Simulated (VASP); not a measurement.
# InSe (P-6m2) in VASP: single point with PBE

Aim: the single point of InSe with PBE.

All numbers are computed with VASP 6.6.1; they aren't measurements. Logs are shortened: lines on timing, memory, paths and dates and some standing lists are left out, and cuts for length are marked.

### 1 The cell of the first run

The structure is hexagonal, space group P-6m2 (No. 187). Conventional cell: a = 4.047 Å, b = 4.047 Å, c = 18.052 Å, α = 90.00°, β = 90.00°, γ = 120.00°. Within 3.5 Å of In (site symmetry 3m) lie 3 Se at 2.65 Å and 1 In at 2.79 Å. Within 3.5 Å of In (site symmetry 3m) lie 3 Se at 2.65 Å and 1 In at 2.79 Å. Se (site symmetry 3m) has 3 In at 2.65 Å within 3.5 Å. Se (site symmetry 3m) has 3 In at 2.65 Å within 3.5 Å.

### 2 Single point, PBE

Input file INCAR:

```
SYSTEM = InSe
  ALGO = Normal
  EDIFF = 1E-7
  ENCUT = 520
  GGA = PE
  ISIF = 2
  ISMEAR = 0
  LASPH = .True.
  LCHARG = .False.
  LREAL = .False.
  LWAVE = .False.
  NBANDS = 48
  NELM = 100
  PREC = Accurate
  SIGMA = 0.05
```

Input file KPOINTS:

```
k-points
0
Gamma
  9 9 2
  0 0 0
```

Input file POSCAR:

```
InSe
1.0
    4.0473293151      0.0000000000      0.0000000000
   -2.0236646576      3.5050900044      0.0000000000
    0.0000000000      0.0000000000     18.0520649100
In Se
4 4
Direct
    0.0000000000      0.0000000000      0.5773936800
    0.0000000000      0.0000000000      0.4226063200
    0.3333333300      0.6666666700      0.9226095100
    0.3333333300      0.6666666700      0.0773904900
    0.6666666700      0.3333333300      0.8530000700
    0.6666666700      0.3333333300      0.1469999300
    0.3333333300      0.6666666700      0.6470157200
    0.3333333300      0.6666666700      0.3529842800
```

Potentials or basis: VASP PAW PBE potentials, release 64 (In_d, Se).

Started as:

```bash
cat potpaw_PBE.64/In_d/POTCAR potpaw_PBE.64/Se/POTCAR > POTCAR
mpirun -np 1 vasp_std > vasp.out
```

OUTCAR:

```text
SYSTEM = InSe
   EDIFF = 1E-7
   ENCUT = 520
   GGA = PE
   ISIF = 2
   ISMEAR = 0
   LASPH = .True.
   LREAL = .False.
   NELM = 100
   PREC = Accurate

 ion  position               nearest neighbor table
   1  0.000  0.000  0.577-   7 2.65   7 2.65   7 2.65   2 2.79
   2  0.000  0.000  0.423-   8 2.65   8 2.65   8 2.65   1 2.79
   3  0.333  0.667  0.923-   5 2.65   5 2.65   5 2.65   4 2.79
   4  0.333  0.667  0.077-   6 2.65   6 2.65   6 2.65   3 2.79
   5  0.667  0.333  0.853-   3 2.65   3 2.65   3 2.65
   6  0.667  0.333  0.147-   4 2.65   4 2.65   4 2.65
   7  0.333  0.667  0.647-   1 2.65   1 2.65   1 2.65
   8  0.333  0.667  0.353-   2 2.65   2 2.65   2 2.65

  LATTYP: Found a hexagonal cell.
 ALAT       =     4.0473293151
 C/A-ratio  =     4.4602411874

  Lattice vectors:

 A1 = (   4.0473293151,   0.0000000000,   0.0000000000)
 A2 = (  -2.0236646576,   3.5050900044,   0.0000000000)
 A3 = (   0.0000000000,   0.0000000000,  18.0520649100)

Analysis of symmetry for initial positions (statically):
=====================================================================
 Subroutine PRICEL returns:
 Original cell was already a primitive cell.

 Routine SETGRP: Setting up the symmetry group for a
 hexagonal supercell.

 Subroutine GETGRP returns: Found 12 space group operations
 (whereof 12 operations were pure point group operations)
 out of a pool of 24 trial point group operations.

The static configuration has the point symmetry D_3h.

Analysis of symmetry for dynamics (positions and initial velocities):
=====================================================================
 Subroutine PRICEL returns:
 Original cell was already a primitive cell.

 Routine SETGRP: Setting up the symmetry group for a
 hexagonal supercell.

 Subroutine GETGRP returns: Found 12 space group operations
 (whereof 12 operations were pure point group operations)
 out of a pool of 24 trial point group operations.

The dynamic configuration has the point symmetry D_3h.

 Subroutine INISYM returns: Found 12 space group operations
 (whereof 12 operations are pure point group operations),
 and found     1 'primitive' translations

----------------------------------------------------------------------------------------

                                     Primitive cell

  volume of cell :     256.0912

  direct lattice vectors                    reciprocal lattice vectors
     4.047329315  0.000000000  0.000000000     0.247076510  0.142649689  0.000000000
    -2.023664658  3.505090004  0.000000000     0.000000000  0.285299379  0.000000000
     0.000000000  0.000000000 18.052064910     0.000000000  0.000000000  0.055395325

  length of vectors
     4.047329315  4.047329315 18.052064910     0.285299379  0.285299379  0.055395325

  position of ions in fractional coordinates (direct lattice)
     0.000000000  0.000000000  0.577393680
     0.000000000  0.000000000  0.422606320
     0.333333330  0.666666670  0.922609510
     0.333333330  0.666666670  0.077390490
     0.666666670  0.333333330  0.853000070
     0.666666670  0.333333330  0.146999930
     0.333333330  0.666666670  0.647015720
     0.333333330  0.666666670  0.352984280

  ion indices of the primitive-cell ions
   primitive index   ion index
                 1           1
                 2           2
                 3           3
                 4           4
                 5           5
                 6           6
                 7           7
                 8           8

----------------------------------------------------------------------------------------

 KPOINTS: k-points

Automatic generation of k-mesh.
 Grid dimensions read from file:
 generate k-points for:    9    9    2

 Generating k-lattice:

  Cartesian coordinates                     Fractional coordinates (reciprocal lattice)
     0.027452946  0.015849965  0.000000000     0.111111111  0.000000000  0.000000000
     0.000000000  0.031699931  0.000000000     0.000000000  0.111111111  0.000000000
     0.000000000  0.000000000  0.027697662     0.000000000  0.000000000  0.500000000

  Length of vectors
     0.031699931  0.031699931  0.027697662

  Shift w.r.t. Gamma in fractional coordinates (k-lattice)
     0.000000000  0.000000000  0.000000000

 Subroutine IBZKPT returns following result:
 ===========================================

 Found     24 irreducible k-points:

 Following reciprocal coordinates:
            Coordinates               Weight
  0.000000  0.000000  0.000000      1.000000
  0.111111  0.000000  0.000000      6.000000
  0.222222  0.000000  0.000000      6.000000
  0.333333  0.000000  0.000000      6.000000
  0.444444  0.000000  0.000000      6.000000
  0.111111  0.111111  0.000000      6.000000
[... 16 lines left out ...]
  0.333333  0.222222  0.500000     12.000000
  0.333333  0.333333  0.500000      2.000000
   k-points           NKPTS =     24   k-points in BZ     NKDIM =     24   number of bands    NBANDS=     48
   number of dos      NEDOS =    301   number of ions     NIONS =      8
   total plane-waves  NPLWV = 126000
   dimension x,y,z NGX =    30 NGY =   30 NGZ =  140
   dimension x,y,z NGXF=    60 NGYF=   60 NGZF=  280
   ions per type =               4   4
   NGX,Y,Z   is equivalent  to a cutoff of  12.32, 12.32, 12.89 a.u.
   NGXF,Y,Z  is equivalent  to a cutoff of  24.65, 24.65, 25.79 a.u.
 SYSTEM =  InSe
   PREC   = accura    normal or accurate (medium, high low for compatibility)
   ISTART =      0    job   : 0-new  1-cont  2-samecut
   ICHARG =      2    charge: 1-file 2-atom 10-const
   ISPIN  =      1    spin polarized calculation?
   LNONCOLLINEAR =      F non collinear calculations
   LSORBIT =      F    spin-orbit coupling
   LASPH  =      T    aspherical Exc in radial PAW
   ENCUT  =  520.0 eV  38.22 Ry    6.18 a.u.   7.53  7.53 33.56*2*pi/ulx,y,z
   NELM   =    100;   NELMIN=  2; NELMDL= -5     # of ELM steps
   EDIFF  = 0.1E-06   stopping-criterion for ELM
   LREAL  =      F    real-space projection
   EDIFFG = 0.1E-05   stopping-criterion for IOM
   NSW    =      0    number of steps for IOM
   IBRION =     -1    ionic relax: 0-MD 1-quasi-New 2-CG
   NFREE  =      0    steps in history (QN), initial steepest desc. (CG)
   ISIF   =      2    stress and relaxation
   ISYM   =      2    0-nonsym 1-usesym 2-fastsym
   POTIM  = 0.5000    time-step for ionic-motion
   TEBEG  =    0.0;   TEEND  =   0.0 temperature during run
   PSTRESS=    0.0 pullay stress
   NELECT =      76.0000    total number of electrons
   NUPDOWN=      -1.0000    fix difference up-down
   EMIN   =  10.00;   EMAX   =-10.00  energy-range for DOS
   EFERMI =   0.00;   METHOD = LEGACY
   ISMEAR =     0;   SIGMA  =   0.05  broadening in eV -4-tet -1-fermi 0-gaus
   EFERMI_NEDOS =   21; number of points for ismear=-14 and -15
   IALGO  =     38    algorithm
   IMIX   =      4    mixing-type and parameters
     AMIX     =   0.40;   BMIX     =  1.00
     AMIX_MAG =   1.60;   BMIX_MAG =  1.00
  volume/ion in A,a.u.               =      32.01       216.02
  Fermi-wavevector in a.u.,A,eV,Ry     =   1.091980  2.063542 16.223849  1.192419
  Thomas-Fermi vector in A             =   2.228236
   LORBIT       =      0    0 simple, 1 ext, 2 COOP (PROOUT), +10 PAW based schemes
   GGA     = PE    functional components
   LHFCALC =     F    Hartree Fock is set to
   AEXX    =    0.0000 exact exchange contribution
   IVDW    =     0    specifies the selected vdW correction
   LEPSILON=     F    determine dielectric tensor
   LRPA    =     F    only Hartree local field effects (RPA)
 non-spin polarized calculation
 Gauss-broadening in eV      SIGMA  =   0.05
  energy-cutoff  :      520.00
  volume of cell :      256.09
 maximum number of plane-waves:      6949
 NGX is ok and might be reduce to    30
   NGX = 15   NGY = 15   NGZ = 67

 number of electron      76.0000024 magnetization

 Free energy of the ion-electron system (eV)
  ---------------------------------------------------
  ext. energy  EPLUGINS =         0.00000000
  ---------------------------------------------------
  free energy    TOTEN  =       -28.40846713 eV

  energy without entropy =      -28.40846713  energy(sigma->0) =      -28.40846713

 E-fermi :   3.2395     XC(G=0):  -8.4022

 val. band max:        3.0266261411   @ k =   0.0000   0.0000   0.0000
 cond. band min:       3.7434858507   @ k =   0.0000   0.0000   0.0000
 fundamental gap:      0.7168597096
 Fermi energy:         3.2395446668

 k-point     1 :       0.0000    0.0000    0.0000
  band No.  band energies     occupation
      1     -11.5002      2.00000
      2     -11.4974      2.00000
      3     -11.3143      2.00000
      4     -11.3143      2.00000
      5     -11.3114      2.00000
      6     -11.3114      2.00000
[... 40 lines left out ...]
     47       8.7496      0.00000
     48       8.7534      0.00000

 k-point     2 :       0.1111    0.0000    0.0000
  band No.  band energies     occupation
      1     -11.5006      2.00000
      2     -11.4977      2.00000
      3     -11.3535      2.00000
      4     -11.3504      2.00000
      5     -11.3124      2.00000
      6     -11.3096      2.00000
[... 40 lines left out ...]
     47       8.2155      0.00000
     48       8.3137      0.00000

 k-point     3 :       0.2222    0.0000    0.0000
  band No.  band energies     occupation
      1     -11.5167      2.00000
      2     -11.5137      2.00000
      3     -11.4187      2.00000
      4     -11.4152      2.00000
      5     -11.3782      2.00000
      6     -11.3738      2.00000
[... 1060 lines left out ...]
     47       8.2710      0.00000
     48       8.2829      0.00000

 k-point    24 :       0.3333    0.3333    0.5000
  band No.  band energies     occupation
      1     -11.6152      2.00000
      2     -11.6124      2.00000
      3     -11.5236      2.00000
      4     -11.5208      2.00000
      5     -11.4371      2.00000
      6     -11.4341      2.00000
[... 40 lines left out ...]
     47       8.8979      0.00000
     48       8.9054      0.00000

------------------------ aborting loop because EDIFF is reached ----------------------------------------

  FORCE on cell =-STRESS in cart. coord.  units (eV):
  Direction    XX          YY          ZZ          XY          YZ          ZX
  --------------------------------------------------------------------------------------
  -------------------------------------------------------------------------------------
  Total        2.3443357      2.3443357      2.2754111     -0.0000000     -0.0000000      0.0000000
  in kB       14.6668138     14.6668138     14.2356026     -0.0000000     -0.0000000      0.0000000
  external PRESSURE =      14.5230767 kB  Pullay stress =       0.0000000 kB

 VOLUME and BASIS-vectors are now :
 -----------------------------------------------------------------------------
  energy-cutoff  :      520.00
  volume of cell :      256.09
      direct lattice vectors                 reciprocal lattice vectors
     4.047329315  0.000000000  0.000000000     0.247076510  0.142649689  0.000000000
    -2.023664658  3.505090004  0.000000000     0.000000000  0.285299379  0.000000000
     0.000000000  0.000000000 18.052064910     0.000000000  0.000000000  0.055395325

 POSITION                                       TOTAL-FORCE (eV/Angst)
 -----------------------------------------------------------------------------------
      0.00000      0.00000     10.42315         0.000000     -0.000000     -0.111536
      0.00000      0.00000      7.62892         0.000000     -0.000000      0.111536
     -0.00000      2.33673     16.65501        -0.000000      0.000000      0.112734
     -0.00000      2.33673      1.39706        -0.000000      0.000000     -0.112734
      2.02366      1.16836     15.39841        -0.000000      0.000000     -0.254578
      2.02366      1.16836      2.65365        -0.000000      0.000000      0.254578
     -0.00000      2.33673     11.67997         0.000000      0.000000      0.253138
     -0.00000      2.33673      6.37210         0.000000      0.000000     -0.253138
 -----------------------------------------------------------------------------------
    total drift:                                0.000016     -0.000009      0.000000

  FREE ENERGIE OF THE ION-ELECTRON SYSTEM (eV)
  ---------------------------------------------------
  free  energy   TOTEN  =       -28.4084671276 eV

  energy  without entropy=      -28.4084671276  energy(sigma->0) =      -28.40846713
```

Wall time 9 min (1 thread of Intel Xeon 8259CL, shared host); peak memory 0.49 GiB.

What came out:

```
Free energy            : -28.4085 eV
Pressure               : 1.5 GPa
Largest force          : 0.255 eV/Å
Band gap on the k mesh : 0.72 eV
```

Forces in eV/Å, atoms in the order of the input:
```
In   0.000  0.000 -0.112
In   0.000  0.000  0.112
In   0.000  0.000  0.113
In   0.000  0.000 -0.113
Se   0.000  0.000 -0.255
Se   0.000  0.000  0.255
Se   0.000  0.000  0.253
Se   0.000  0.000 -0.253
```

Caveat: spin-orbit coupling is left out, which moves the levels of the heavy elements; an odd mesh through Γ misses points on the zone boundary, where band edges can lie; this functional lacks dispersion, which binds the layers, so the pressure and a relaxed spacing across them are unreliable.
